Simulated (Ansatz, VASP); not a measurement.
## MnO: VASP beside Ansatz

```xyz
2
Lattice="0.0000 2.4395 2.4395 2.4395 0.0000 2.4395 2.4395 2.4395 0.0000" Properties=species:S:1:pos:R:3 pbc="T T T"
Mn    0.0000    0.0000    0.0000
O     1.2198    1.2198    1.2198
```

Change from the starting cell: volume scaled by 1.05.

Alike in both runs: task single point; functional PBE; k mesh 14 × 14 × 14; occupations fermi-dirac, width 0.05 eV; collinear spin.

|  | VASP | Ansatz |
| --- | --- | --- |
| version | VASP 6.6.1 | Ansatz 0.2.0 |
| potentials or method | VASP PAW PBE potentials, release 64 (Mn_pv, O), cutoff 520 eV | all-electron LAPW, scalar-relativistic |

Ansatz gave:

* pressure (GPa): -5.1
* net moment per atom (μB): 2.50
* size of the moment on the site where the two differ most (μB): 4.36

Problem. What did VASP give for the same quantities?

Solution. Pressure (GPa): -4.9; net moment per atom (μB): 2.50; size of the moment on the site where the two differ most (μB): 4.44.

Site moments also hang on the region over which each program counts them. Ansatz ran all-electron here, and VASP with PAW potentials.
